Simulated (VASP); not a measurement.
# Ca (P6_3/mmc) in VASP: further runs

Ca is run at these levels: r2SCAN; tasks: single point.

All numbers are computed with VASP 6.6.1; they aren't measurements. Logs are shortened: lines on timing, memory, paths and dates and some standing lists are left out, and cuts for length are marked.

## (1) The cell of the first run

It takes space group P6_3/mmc (No. 194, hexagonal). Conventional cell: a = 4.006 Å, b = 4.006 Å, c = 6.621 Å, α = 90.00°, β = 90.00°, γ = 120.00°. Within 5.3 Å of Ca (site symmetry -6m2) lie 12 Ca at 4.01 to 4.04 Å.

## (2) Single point, r2SCAN

Input file POSCAR:

```
Ca
1.0
    4.0060724375      0.0000000000      0.0000000000
   -2.0030362187      3.4693605002      0.0000000000
    0.0000000000      0.0000000000      6.6208458272
Ca
2
Direct
    0.3333333333      0.6666666667      0.2500000000
    0.6666666667      0.3333333333      0.7500000000
```

Input file INCAR.step1:

```
PREC = Accurate
ENCUT = 520
ISMEAR = 0
SIGMA = 0.1
LREAL = False
LASPH = True
NELM = 100
NBANDS = 17
GGA = PE
ALGO = Normal
EDIFF = 1E-4
LWAVE = True
LCHARG = False
```

Input file INCAR.step2:

```
PREC = Accurate
ENCUT = 520
EDIFF = 1E-6
ISMEAR = 0
SIGMA = 0.1
LREAL = False
LASPH = True
NELM = 100
ALGO = Normal
ISIF = 2
LWAVE = False
LCHARG = True
METAGGA = R2SCAN
LMIXTAU = True
LELF = True
LVHAR = True
NBANDS = 17
ISTART = 1
```

Input file KPOINTS:

```
regular mesh
0
Gamma
  6 6 4
```

Potentials or basis: VASP PAW PBE potentials, release 64 (Ca_sv).

Started as:

```bash
> cat potpaw_PBE.64/Ca_sv/POTCAR > POTCAR
> cp INCAR.step1 INCAR
> mpirun -np 1 vasp_std > vasp.out
> cp INCAR.step2 INCAR
> mpirun -np 1 vasp_std > vasp.out
```

OUTCAR:

```text
PREC = Accurate
   ENCUT = 520
   EDIFF = 1E-6
   ISMEAR = 0
   LREAL = False
   LASPH = True
   NELM = 100
   ISIF = 2
   METAGGA = R2SCAN
   ISTART = 1

 ion  position               nearest neighbor table
   1  0.333  0.667  0.250-
   2  0.667  0.333  0.750-

  LATTYP: Found a hexagonal cell.
 ALAT       =     4.0060724375
 C/A-ratio  =     1.6527024737

  Lattice vectors:

 A1 = (   4.0060724375,   0.0000000000,   0.0000000000)
 A2 = (  -2.0030362187,   3.4693605002,   0.0000000000)
 A3 = (   0.0000000000,   0.0000000000,   6.6208458272)

Analysis of symmetry for initial positions (statically):
=====================================================================
 Subroutine PRICEL returns:
 Original cell was already a primitive cell.

 Routine SETGRP: Setting up the symmetry group for a
 hexagonal supercell.

 Subroutine GETGRP returns: Found 24 space group operations
 (whereof 12 operations were pure point group operations)
 out of a pool of 24 trial point group operations.

The static configuration has the point symmetry D_3d.
 The point group associated with its full space group is D_6h.

Analysis of symmetry for dynamics (positions and initial velocities):
=====================================================================
 Subroutine PRICEL returns:
 Original cell was already a primitive cell.

 Routine SETGRP: Setting up the symmetry group for a
 hexagonal supercell.

 Subroutine GETGRP returns: Found 24 space group operations
 (whereof 12 operations were pure point group operations)
 out of a pool of 24 trial point group operations.

The dynamic configuration has the point symmetry D_3d.
 The point group associated with its full space group is D_6h.

 Subroutine INISYM returns: Found 24 space group operations
 (whereof 12 operations are pure point group operations),
 and found     1 'primitive' translations

----------------------------------------------------------------------------------------

                                     Primitive cell

  volume of cell :      92.0199

  direct lattice vectors                    reciprocal lattice vectors
     4.006072438  0.000000000  0.000000000     0.249621048  0.144118779  0.000000000
    -2.003036219  3.469360500  0.000000000     0.000000000  0.288237558  0.000000000
     0.000000000  0.000000000  6.620845827     0.000000000  0.000000000  0.151038104

  length of vectors
     4.006072438  4.006072437  6.620845827     0.288237558  0.288237558  0.151038104

  position of ions in fractional coordinates (direct lattice)
     0.333333333  0.666666667  0.250000000
     0.666666667  0.333333333  0.750000000

  ion indices of the primitive-cell ions
   primitive index   ion index
                 1           1
                 2           2

----------------------------------------------------------------------------------------

 KPOINTS: regular mesh

Automatic generation of k-mesh.
 Grid dimensions read from file:
 generate k-points for:    6    6    4

 Generating k-lattice:

  Cartesian coordinates                     Fractional coordinates (reciprocal lattice)
     0.041603508  0.024019797  0.000000000     0.166666667 -0.000000000  0.000000000
     0.000000000  0.048039593  0.000000000     0.000000000  0.166666667  0.000000000
     0.000000000  0.000000000  0.037759526     0.000000000  0.000000000  0.250000000

  Length of vectors
     0.048039593  0.048039593  0.037759526

  Shift w.r.t. Gamma in fractional coordinates (k-lattice)
     0.000000000  0.000000000  0.000000000

 Subroutine IBZKPT returns following result:
 ===========================================

 Found     21 irreducible k-points:

 Following reciprocal coordinates:
            Coordinates               Weight
  0.000000  0.000000  0.000000      1.000000
  0.166667  0.000000  0.000000      6.000000
  0.333333  0.000000  0.000000      6.000000
  0.500000  0.000000  0.000000      3.000000
  0.166667  0.166667  0.000000      6.000000
  0.333333  0.166667  0.000000     12.000000
[... 13 lines left out ...]
  0.333333  0.166667  0.500000     12.000000
  0.333333  0.333333  0.500000      2.000000
   k-points           NKPTS =     21   k-points in BZ     NKDIM =     21   number of bands    NBANDS=     17
   number of dos      NEDOS =    301   number of ions     NIONS =      2
   total plane-waves  NPLWV =  45000
   dimension x,y,z NGX =    30 NGY =   30 NGZ =   50
   dimension x,y,z NGXF=    60 NGYF=   60 NGZF=  100
   ions per type =               2
   NGX,Y,Z   is equivalent  to a cutoff of  12.45, 12.45, 12.55 a.u.
   NGXF,Y,Z  is equivalent  to a cutoff of  24.90, 24.90, 25.11 a.u.
 SYSTEM =  unknown system
   PREC   = accura    normal or accurate (medium, high low for compatibility)
   ISTART =      1    job   : 0-new  1-cont  2-samecut
   ICHARG =      0    charge: 1-file 2-atom 10-const
   ISPIN  =      1    spin polarized calculation?
   LNONCOLLINEAR =      F non collinear calculations
   LSORBIT =      F    spin-orbit coupling
   LASPH  =      T    aspherical Exc in radial PAW
   ENCUT  =  520.0 eV  38.22 Ry    6.18 a.u.   7.45  7.45 12.31*2*pi/ulx,y,z
   NELM   =    100;   NELMIN=  2; NELMDL=  0     # of ELM steps
   EDIFF  = 0.1E-05   stopping-criterion for ELM
   LREAL  =      F    real-space projection
   EDIFFG = 0.1E-04   stopping-criterion for IOM
   NSW    =      0    number of steps for IOM
   IBRION =     -1    ionic relax: 0-MD 1-quasi-New 2-CG
   NFREE  =      0    steps in history (QN), initial steepest desc. (CG)
   ISIF   =      2    stress and relaxation
   ISYM   =      2    0-nonsym 1-usesym 2-fastsym
   POTIM  = 0.5000    time-step for ionic-motion
   TEBEG  =    0.0;   TEEND  =   0.0 temperature during run
   PSTRESS=    0.0 pullay stress
   NELECT =      20.0000    total number of electrons
   NUPDOWN=      -1.0000    fix difference up-down
   EMIN   =  10.00;   EMAX   =-10.00  energy-range for DOS
   EFERMI =   0.00;   METHOD = LEGACY
   ISMEAR =     0;   SIGMA  =   0.10  broadening in eV -4-tet -1-fermi 0-gaus
   EFERMI_NEDOS =   21; number of points for ismear=-14 and -15
   IALGO  =     38    algorithm
   IMIX   =      4    mixing-type and parameters
     AMIX     =   0.40;   BMIX     =  1.00
     AMIX_MAG =   1.60;   BMIX_MAG =  1.00
  volume/ion in A,a.u.               =      46.01       310.49
  Fermi-wavevector in a.u.,A,eV,Ry     =   0.984293  1.860043 13.181761  0.968832
  Thomas-Fermi vector in A             =   2.115515
   LORBIT       =      0    0 simple, 1 ext, 2 COOP (PROOUT), +10 PAW based schemes
   METAGGA = R2SCAN    functional components
   LHFCALC =     F    Hartree Fock is set to
   AEXX    =    0.0000 exact exchange contribution
   IVDW    =     0    specifies the selected vdW correction
   LEPSILON=     F    determine dielectric tensor
   LRPA    =     F    only Hartree local field effects (RPA)
 non-spin polarized calculation
 Gauss-broadening in eV      SIGMA  =   0.10
  energy-cutoff  :      520.00
  volume of cell :       92.02
 maximum number of plane-waves:      2539
 NGX is ok and might be reduce to    30
   NGX = 15   NGY = 15   NGZ = 25

 number of electron      20.0000001 magnetization

 Free energy of the ion-electron system (eV)
  ---------------------------------------------------
  ext. energy  EPLUGINS =         0.00000000
  ---------------------------------------------------
  free energy    TOTEN  =       -14.01804593 eV

  energy without entropy =      -14.00040629  energy(sigma->0) =      -14.00922611

 E-fermi :   1.7059     XC(G=0):  -7.9405

 val. band max:        1.6863403323   @ k =   0.5000   0.0000   0.5000
 cond. band min:       1.7217428835   @ k =   0.3333   0.1667   0.0000
 fundamental gap:      0.0354025512
 Fermi energy:         1.7059284910

 k-point     1 :       0.0000    0.0000    0.0000
  band No.  band energies     occupation
      1     -42.3040      2.00000
      2     -42.2949      2.00000
      3     -22.4348      2.00000
      4     -22.3599      2.00000
      5     -22.3599      2.00000
      6     -22.3460      2.00000
[... 9 lines left out ...]
     16       4.5364      0.00000
     17       4.9507      0.00000

 k-point     2 :       0.1667    0.0000    0.0000
  band No.  band energies     occupation
      1     -42.3017      2.00000
      2     -42.2937      2.00000
      3     -22.4257      2.00000
      4     -22.3809      2.00000
      5     -22.3675      2.00000
      6     -22.3663      2.00000
[... 9 lines left out ...]
     16       4.5676      0.00000
     17       4.6999      0.00000

 k-point     3 :       0.3333    0.0000    0.0000
  band No.  band energies     occupation
      1     -42.2970      2.00000
      2     -42.2917      2.00000
      3     -22.4235      2.00000
      4     -22.4092      2.00000
      5     -22.4040      2.00000
      6     -22.3787      2.00000
[... 9 lines left out ...]
     16       5.1423      0.00000
     17       5.3214      0.00000

 k-point     4 :       0.5000    0.0000    0.0000
  band No.  band energies     occupation
      1     -42.2942      2.00000
      2     -42.2912      2.00000
      3     -22.4450      2.00000
      4     -22.4295      2.00000
      5     -22.3883      2.00000
      6     -22.3847      2.00000
[... 9 lines left out ...]
     16       5.8925      0.00000
     17       5.9572      0.00000
[... 283 lines left out ...]
      1     -42.2952      2.00000
      2     -42.2952      2.00000
      3     -22.4139      2.00000
      4     -22.4139      2.00000
      5     -22.3731      2.00000
      6     -22.3731      2.00000
[... 9 lines left out ...]
     16       4.6279      0.00000
     17       5.4385      0.00000

 k-point    20 :       0.3333    0.1667    0.5000
  band No.  band energies     occupation
      1     -42.2927      2.00000
      2     -42.2927      2.00000
      3     -22.4366      2.00000
      4     -22.4366      2.00000
      5     -22.3878      2.00000
      6     -22.3878      2.00000
[... 9 lines left out ...]
     16       4.6361      0.00000
     17       5.7313      0.00000

 k-point    21 :       0.3333    0.3333    0.5000
  band No.  band energies     occupation
      1     -42.2918      2.00000
      2     -42.2918      2.00000
      3     -22.4268      2.00000
      4     -22.4268      2.00000
      5     -22.4115      2.00000
      6     -22.4115      2.00000
[... 9 lines left out ...]
     16       4.6643      0.00000
     17       5.7325      0.00000

------------------------ aborting loop because EDIFF is reached ----------------------------------------

  FORCE on cell =-STRESS in cart. coord.  units (eV):
  Direction    XX          YY          ZZ          XY          YZ          ZX
  --------------------------------------------------------------------------------------
  -------------------------------------------------------------------------------------
  Total       -0.5778829     -0.5778829     -0.4617952     -0.0000000     -0.0000000      0.0000000
  in kB      -10.0616390    -10.0616390     -8.0404116     -0.0000000     -0.0000000      0.0000000
  external PRESSURE =      -9.3878965 kB  Pullay stress =       0.0000000 kB

 VOLUME and BASIS-vectors are now :
 -----------------------------------------------------------------------------
  energy-cutoff  :      520.00
  volume of cell :       92.02
      direct lattice vectors                 reciprocal lattice vectors
     4.006072438  0.000000000  0.000000000     0.249621048  0.144118779  0.000000000
    -2.003036219  3.469360500  0.000000000     0.000000000  0.288237558  0.000000000
     0.000000000  0.000000000  6.620845827     0.000000000  0.000000000  0.151038104

 POSITION                                       TOTAL-FORCE (eV/Angst)
 -----------------------------------------------------------------------------------
     -0.00000      2.31291      1.65521        -0.000000      0.000000      0.000000
      2.00304      1.15645      4.96563         0.000000      0.000000      0.000000
 -----------------------------------------------------------------------------------
    total drift:                               -0.000000      0.000000      0.000000

  FREE ENERGIE OF THE ION-ELECTRON SYSTEM (eV)
  ---------------------------------------------------
  free  energy   TOTEN  =       -14.0180459263 eV

  energy  without entropy=      -14.0004062885  energy(sigma->0) =      -14.00922611
```

Wall time 74 s (1 thread of Intel Xeon 6975P-C (Granite Rapids), shared host); peak memory 0.21 GiB.

What came out:

```yaml
Free_energy: -14.0180 eV
Pressure: -0.9 GPa
Band_gap_on_the_k_mesh: zero (band 10 reaches 1.88 eV, above the bottom of band 11 at 1.28 eV)
```

Levels at points of the mesh, in eV from the Fermi level:
```tsv
k point	band 8	band 9	band 10	band 11	band 12	band 13
(0.00, 0.00, 0.00)	-24.04	-4.17	-1.00	-0.43	2.49	2.53
(0.50, 0.00, 0.00)	-24.06	-1.10	-0.80	0.35	0.55	1.43
(0.00, 0.00, 0.50)	-24.06	-3.17	-3.17	1.54	1.54	2.53
(0.50, 0.00, 0.50)	-24.07	-0.60	-0.60	-0.02	-0.02	1.64
```

Caveat: the PAW data sets were made with another functional, which shifts forces and pressure a little.

## (3) Single point, r2SCAN

This run uses another cell than the first one, of 43.35 Å³/atom, 0.942 times its volume.

Input file POSCAR:

```
Ca
1.0
    3.9385512639      0.0000000000      0.0000000000
   -1.9692756319      3.4108854486      0.0000000000
    0.0000000000      0.0000000000      6.4542927410
Ca
2
Direct
    0.3333333333      0.6666666667      0.2500000000
    0.6666666667      0.3333333333      0.7500000000
```

Input file INCAR.step1:

```
PREC     = Accurate       # precision mode
ENCUT    = 520            # plane-wave cutoff, eV
ISMEAR   = 0              # smearing method
SIGMA    = 0.1            # smearing width, eV
LREAL    = F              # projectors in reciprocal space
LASPH    = T              # aspherical terms in the spheres
NELM     = 80             # most SCF steps
NBANDS   = 17             # bands
GGA      = PE             # functional
ALGO     = Normal         # electronic algorithm
EDIFF    = 1E-4           # SCF threshold, eV
LWAVE    = T              # write WAVECAR
LCHARG   = F              # write CHGCAR
```

Input file INCAR.step2:

```
PREC     = Accurate       # precision mode
ENCUT    = 520            # plane-wave cutoff, eV
EDIFF    = 1E-7           # SCF threshold, eV
ISMEAR   = 0              # smearing method
SIGMA    = 0.1            # smearing width, eV
LREAL    = F              # projectors in reciprocal space
LASPH    = T              # aspherical terms in the spheres
NELM     = 80             # most SCF steps
ALGO     = Normal         # electronic algorithm
ISIF     = 2              # what is computed and relaxed
LWAVE    = F              # write WAVECAR
LCHARG   = F              # write CHGCAR
METAGGA  = R2SCAN         # meta-GGA
LMIXTAU  = T            
NBANDS   = 17             # bands
ISTART   = 1
```

Input file KPOINTS:

```
regular mesh
0
Gamma
  12 12 6
```

Potentials or basis: VASP PAW PBE potentials, release 64 (Ca_sv).

Started as:

```bash
> cat potpaw_PBE.64/Ca_sv/POTCAR > POTCAR
> cp INCAR.step1 INCAR
> mpirun -np 1 vasp_std > vasp.out
> cp INCAR.step2 INCAR
> mpirun -np 1 vasp_std > vasp.out
```

It took 4 min on 1 thread of Intel Xeon 6975P-C (Granite Rapids), shared host; peak memory 0.26 GiB.

Results (log left out):

```yaml
Free_energy: -14.0566 eV
Pressure: 0.1 GPa
Band_gap_on_the_k_mesh: zero (band 10 reaches 2.27 eV, above the bottom of band 11 at 1.57 eV)
```

Levels at points of the mesh, in eV from the Fermi level:
```
           k point  band 6  band 7  band 8  band 9  band 10  band 11  band 12  band 13  band 14  band 15
(0.00, 0.00, 0.00)  -23.94  -23.94  -23.93   -4.32    -1.03    -0.40     2.56     2.57     2.57     2.90
(0.50, 0.00, 0.00)  -23.99  -23.96  -23.96   -1.17    -0.84     0.28     0.48     1.46     2.08     2.48
(0.00, 0.00, 0.50)  -23.95  -23.95  -23.95   -3.27    -3.27     1.56     1.56     2.56     2.56     2.56
(0.50, 0.00, 0.50)  -23.98  -23.97  -23.97   -0.68    -0.68    -0.02    -0.02     1.65     1.65     3.15
```

Caveat: the PAW data sets were made with another functional, which shifts forces and pressure a little.
